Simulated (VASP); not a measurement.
# WS2 in VASP: a series of runs

Runs on WS2. Level: PBEsol+D3(BJ). Tasks: single point.

Everything below comes from runs of VASP 6.6.1. Logs are shortened: lines on timing, memory, paths and dates and some standing lists are left out, and cuts for length are marked.

### 1 The cell of the first run

The cell holds a slab with vacuum, 3 atoms: a = 3.124 Å, b = 3.124 Å, c = 16.938 Å, α = 90.00°, β = 90.00°, γ = 120.00°.

### 2 Single point, PBEsol+D3(BJ) (atoms displaced along a vibrational mode)

The input, INCAR:

```
PREC = Accurate ; ENCUT = 520
EDIFF = 1E-7 ; ISMEAR = 0
SIGMA = 0.05 ; LREAL = False
LASPH = True ; NELM = 80
ALGO = Normal ; ISIF = 2
LWAVE = False ; LCHARG = False
GGA = PS ; IVDW = 12
NBANDS = 20
```

The input, KPOINTS:

```
regular mesh
0
Gamma
  12 12 2
```

The input, POSCAR:

```
WS2
1.0
    3.1239380587      0.0000000000      0.0000000000
   -1.5619690294      2.7054097187      0.0000000000
    0.0000000000      0.0000000000     16.9375357456
W S
1 2
Direct
    0.3333333333      0.6666666667      0.0012108228
    0.6666666667      0.3333333333      0.9036795921
    0.6666666667      0.3333333333      0.0893772491
```

Potentials or basis: VASP PAW PBE potentials, release 64 (W_sv, S).

Run with:

```console
> cat potpaw_PBE.64/W_sv/POTCAR potpaw_PBE.64/S/POTCAR > POTCAR
> mpirun -np 1 vasp_std > vasp.out
```

OUTCAR:

```text
PREC = Accurate
   ENCUT = 520
   EDIFF = 1E-7
   ISMEAR = 0
   LREAL = False
   LASPH = True
   NELM = 80
   ISIF = 2
   GGA = PS
   IVDW = 12
 IVDW          = 12

 ion  position               nearest neighbor table
   1  0.333  0.667  0.001-   3 2.34   3 2.34   3 2.34   2 2.45   2 2.45   2 2.45
   2  0.667  0.333  0.904-   1 2.45   1 2.45   1 2.45
   3  0.667  0.333  0.089-   1 2.34   1 2.34   1 2.34

  LATTYP: Found a hexagonal cell.
 ALAT       =     3.1239380587
 C/A-ratio  =     5.4218538996

  Lattice vectors:

 A1 = (   3.1239380587,   0.0000000000,   0.0000000000)
 A2 = (  -1.5619690294,   2.7054097187,   0.0000000000)
 A3 = (   0.0000000000,   0.0000000000,  16.9375357456)

Analysis of symmetry for initial positions (statically):
=====================================================================
 Subroutine PRICEL returns:
 Original cell was already a primitive cell.

 Routine SETGRP: Setting up the symmetry group for a
 hexagonal supercell.

 Subroutine GETGRP returns: Found  6 space group operations
 (whereof  6 operations were pure point group operations)
 out of a pool of 24 trial point group operations.

The static configuration has the point symmetry C_3v.

Analysis of symmetry for dynamics (positions and initial velocities):
=====================================================================
 Subroutine PRICEL returns:
 Original cell was already a primitive cell.

 Routine SETGRP: Setting up the symmetry group for a
 hexagonal supercell.

 Subroutine GETGRP returns: Found  6 space group operations
 (whereof  6 operations were pure point group operations)
 out of a pool of 24 trial point group operations.

The dynamic configuration has the point symmetry C_3v.

 Subroutine INISYM returns: Found  6 space group operations
 (whereof  6 operations are pure point group operations),
 and found     1 'primitive' translations

----------------------------------------------------------------------------------------

                                     Primitive cell

  volume of cell :     143.1481

  direct lattice vectors                    reciprocal lattice vectors
     3.123938059  0.000000000  0.000000000     0.320108780  0.184814890  0.000000000
    -1.561969029  2.705409719  0.000000000     0.000000000  0.369629780  0.000000000
     0.000000000  0.000000000 16.937535746     0.000000000  0.000000000  0.059040466

  length of vectors
     3.123938059  3.123938059 16.937535746     0.369629780  0.369629780  0.059040466

  position of ions in fractional coordinates (direct lattice)
     0.333333333  0.666666667  0.001210823
     0.666666667  0.333333333  0.903679592
     0.666666667  0.333333333  0.089377249

  ion indices of the primitive-cell ions
   primitive index   ion index
                 1           1
                 2           2
                 3           3

----------------------------------------------------------------------------------------

 KPOINTS: regular mesh

Automatic generation of k-mesh.
 Grid dimensions read from file:
 generate k-points for:   12   12    2

 Generating k-lattice:

  Cartesian coordinates                     Fractional coordinates (reciprocal lattice)
     0.026675732  0.015401241  0.000000000     0.083333333  0.000000000  0.000000000
     0.000000000  0.030802482  0.000000000     0.000000000  0.083333333  0.000000000
     0.000000000  0.000000000  0.029520233     0.000000000  0.000000000  0.500000000

  Length of vectors
     0.030802482  0.030802482  0.029520233

  Shift w.r.t. Gamma in fractional coordinates (k-lattice)
     0.000000000  0.000000000  0.000000000

 Subroutine IBZKPT returns following result:
 ===========================================

 Found     38 irreducible k-points:

 Following reciprocal coordinates:
            Coordinates               Weight
  0.000000  0.000000  0.000000      1.000000
  0.083333 -0.000000  0.000000      6.000000
  0.166667  0.000000  0.000000      6.000000
  0.250000 -0.000000  0.000000      6.000000
  0.333333 -0.000000  0.000000      6.000000
  0.416667 -0.000000  0.000000      6.000000
[... 16 lines left out ...]
  0.250000 -0.000000  0.500000      6.000000
  0.333333 -0.000000  0.500000      6.000000
 [... further k-points ...]
   k-points           NKPTS =     38   k-points in BZ     NKDIM =     38   number of bands    NBANDS=     20
   number of dos      NEDOS =    301   number of ions     NIONS =      3
   total plane-waves  NPLWV =  72576
   dimension x,y,z NGX =    24 NGY =   24 NGZ =  126
   dimension x,y,z NGXF=    48 NGYF=   48 NGZF=  252
   ions per type =               1   2
   NGX,Y,Z   is equivalent  to a cutoff of  12.77, 12.77, 12.37 a.u.
   NGXF,Y,Z  is equivalent  to a cutoff of  25.54, 25.54, 24.73 a.u.
 SYSTEM =  unknown system
   PREC   = accura    normal or accurate (medium, high low for compatibility)
   ISTART =      0    job   : 0-new  1-cont  2-samecut
   ICHARG =      2    charge: 1-file 2-atom 10-const
   ISPIN  =      1    spin polarized calculation?
   LNONCOLLINEAR =      F non collinear calculations
   LSORBIT =      F    spin-orbit coupling
   LASPH  =      T    aspherical Exc in radial PAW
   ENCUT  =  520.0 eV  38.22 Ry    6.18 a.u.   5.81  5.81 31.49*2*pi/ulx,y,z
   NELM   =     80;   NELMIN=  2; NELMDL= -5     # of ELM steps
   EDIFF  = 0.1E-06   stopping-criterion for ELM
   LREAL  =      F    real-space projection
   EDIFFG = 0.1E-05   stopping-criterion for IOM
   NSW    =      0    number of steps for IOM
   IBRION =     -1    ionic relax: 0-MD 1-quasi-New 2-CG
   NFREE  =      0    steps in history (QN), initial steepest desc. (CG)
   ISIF   =      2    stress and relaxation
   ISYM   =      2    0-nonsym 1-usesym 2-fastsym
   POTIM  = 0.5000    time-step for ionic-motion
   TEBEG  =    0.0;   TEEND  =   0.0 temperature during run
   PSTRESS=    0.0 pullay stress
   NELECT =      26.0000    total number of electrons
   NUPDOWN=      -1.0000    fix difference up-down
   EMIN   =  10.00;   EMAX   =-10.00  energy-range for DOS
   EFERMI =   0.00;   METHOD = LEGACY
   ISMEAR =     0;   SIGMA  =   0.05  broadening in eV -4-tet -1-fermi 0-gaus
   EFERMI_NEDOS =   21; number of points for ismear=-14 and -15
   IALGO  =     38    algorithm
   IMIX   =      4    mixing-type and parameters
     AMIX     =   0.40;   BMIX     =  1.00
     AMIX_MAG =   1.60;   BMIX_MAG =  1.00
  volume/ion in A,a.u.               =      47.72       322.00
  Fermi-wavevector in a.u.,A,eV,Ry     =   0.927123  1.752009 11.694985  0.859557
  Thomas-Fermi vector in A             =   2.053159
   LORBIT       =      0    0 simple, 1 ext, 2 COOP (PROOUT), +10 PAW based schemes
   GGA     = PS    functional components
   LHFCALC =     F    Hartree Fock is set to
   AEXX    =    0.0000 exact exchange contribution
   IVDW    =    12    specifies the selected vdW correction
   LEPSILON=     F    determine dielectric tensor
   LRPA    =     F    only Hartree local field effects (RPA)
 non-spin polarized calculation
 Gauss-broadening in eV      SIGMA  =   0.05
  energy-cutoff  :      520.00
  volume of cell :      143.15
 maximum number of plane-waves:      3892
 NGX is ok and might be reduce to    24
   NGX = 11   NGY = 11   NGZ = 63

 number of electron      25.9999999 magnetization

 Free energy of the ion-electron system (eV)
  ---------------------------------------------------
  ext. energy  EPLUGINS =         0.00000000
  ---------------------------------------------------
  free energy    TOTEN  =       -25.13595252 eV

  energy without entropy =      -25.13595252  energy(sigma->0) =      -25.13595252

 E-fermi :  -0.8493     XC(G=0):  -4.6359

 val. band max:       -1.1035986722   @ k =   0.3333   0.3333   0.0000
 cond. band min:       0.8469393878   @ k =   0.1667   0.1667   0.0000
 fundamental gap:      1.9505380600
 Fermi energy:        -0.8492768671

 k-point     1 :       0.0000    0.0000    0.0000
  band No.  band energies     occupation
      1     -74.9422      2.00000
      2     -39.2434      2.00000
      3     -39.0234      2.00000
      4     -39.0234      2.00000
      5     -16.0481      2.00000
      6     -14.3310      2.00000
[... 12 lines left out ...]
     19       4.4544      0.00000
     20       4.6518      0.00000

 k-point     2 :       0.0833   -0.0000    0.0000
  band No.  band energies     occupation
      1     -74.9407      2.00000
      2     -39.2383      2.00000
      3     -39.0517      2.00000
      4     -39.0299      2.00000
      5     -15.9243      2.00000
      6     -14.2834      2.00000
[... 12 lines left out ...]
     19       4.6007      0.00000
     20       5.0952      0.00000

 k-point     3 :       0.1667    0.0000    0.0000
  band No.  band energies     occupation
      1     -74.9366      2.00000
      2     -39.2244      2.00000
      3     -39.1282      2.00000
      4     -39.0477      2.00000
      5     -15.5722      2.00000
      6     -14.1471      2.00000
[... 12 lines left out ...]
     19       5.0151      0.00000
     20       5.9056      0.00000

 k-point     4 :       0.2500   -0.0000    0.0000
  band No.  band energies     occupation
      1     -74.9311      2.00000
      2     -39.2324      2.00000
      3     -39.2041      2.00000
      4     -39.0718      2.00000
      5     -15.0499      2.00000
      6     -13.9432      2.00000
[... 12 lines left out ...]
     19       5.6320      0.00000
     20       6.3768      0.00000

 k-point     5 :       0.3333   -0.0000    0.0000
  band No.  band energies     occupation
      1     -74.9255      2.00000
      2     -39.3331      2.00000
      3     -39.1855      2.00000
      4     -39.0959      2.00000
      5     -14.4644      2.00000
      6     -13.7068      2.00000
[... 12 lines left out ...]
     19       6.2232      0.00000
     20       6.3632      0.00000
[... 353 lines left out ...]
      6     -14.2834      2.00000
[... 12 lines left out ...]
     19       4.4541      0.00000
     20       5.2436      0.00000

 k-point    22 :       0.1667    0.0000    0.5000
  band No.  band energies     occupation
      1     -74.9366      2.00000
      2     -39.2244      2.00000
      3     -39.1282      2.00000
      4     -39.0477      2.00000
      5     -15.5722      2.00000
      6     -14.1471      2.00000
[... 12 lines left out ...]
     19       4.9217      0.00000
     20       6.1908      0.00000

 k-point    23 :       0.2500   -0.0000    0.5000
  band No.  band energies     occupation
      1     -74.9311      2.00000
      2     -39.2324      2.00000
      3     -39.2041      2.00000
      4     -39.0718      2.00000
      5     -15.0499      2.00000
      6     -13.9432      2.00000
[... 12 lines left out ...]
     19       5.4882      0.00000
     20       6.7037      0.00000

 k-point    24 :       0.3333   -0.0000    0.5000
  band No.  band energies     occupation
      1     -74.9255      2.00000
      2     -39.3331      2.00000
      3     -39.1855      2.00000
      4     -39.0959      2.00000
      5     -14.4644      2.00000
      6     -13.7068      2.00000
[... 12 lines left out ...]
     19       6.1633      0.00000
     20       6.4438      0.00000

 [... further k-points ...]

------------------------ aborting loop because EDIFF is reached ----------------------------------------

 Edisp (eV)   -0.75930

 E8    (eV) :    -0.5104

  FORCE on cell =-STRESS in cart. coord.  units (eV):
  Direction    XX          YY          ZZ          XY          YZ          ZX
  --------------------------------------------------------------------------------------
  -------------------------------------------------------------------------------------
  Total       0.27123     0.27123     0.17268    -0.00000     0.00000     0.00000
  in kB       3.03573     3.03573     1.93275    -0.00000     0.00000     0.00000
  external pressure =        2.67 kB  Pullay stress =        0.00 kB

 VOLUME and BASIS-vectors are now :
 -----------------------------------------------------------------------------
  energy-cutoff  :      520.00
  volume of cell :      143.15
      direct lattice vectors                 reciprocal lattice vectors
     3.123938059  0.000000000  0.000000000     0.320108780  0.184814890  0.000000000
    -1.561969029  2.705409719  0.000000000     0.000000000  0.369629780  0.000000000
     0.000000000  0.000000000 16.937535746     0.000000000  0.000000000  0.059040466

 POSITION                                       TOTAL-FORCE (eV/Angst)
 -----------------------------------------------------------------------------------
     -0.00000      1.80361      0.02051         0.000000     -0.000000     -2.708442
      1.56197      0.90180     15.30611        -0.000000      0.000000      1.217442
      1.56197      0.90180      1.51383         0.000000      0.000000      1.491000
 -----------------------------------------------------------------------------------
    total drift:                               -0.000000     -0.000000     -0.000274

  FREE ENERGIE OF THE ION-ELECTRON SYSTEM (eV)
  ---------------------------------------------------
  free  energy   TOTEN  =       -25.8952532292 eV

  energy  without entropy=      -25.8952532292  energy(sigma->0) =      -25.89525323
```

It took 3.7 min on 1 thread of Intel Xeon 8259CL, shared host; peak memory 0.31 GiB.

Results:

- Free energy: -25.8953 eV
- Largest force: 2.708 eV/Å
- Band gap on the k mesh: 1.95 eV (least direct gap 2.04 eV)
- Dispersion energy per atom: -0.253 eV

Forces in eV/Å, atoms in the order of the input:
```
W    0.000  0.000 -2.708
S    0.000  0.000  1.217
S    0.000  0.000  1.491
```

Caveat: the cell differs from its parent crystal (atoms displaced along a vibrational mode); the PAW data sets were made with another functional, which shifts forces and pressure a little; spin-orbit coupling is left out, which moves the levels of the heavy elements.

(Part 1 of 2 ends here.)
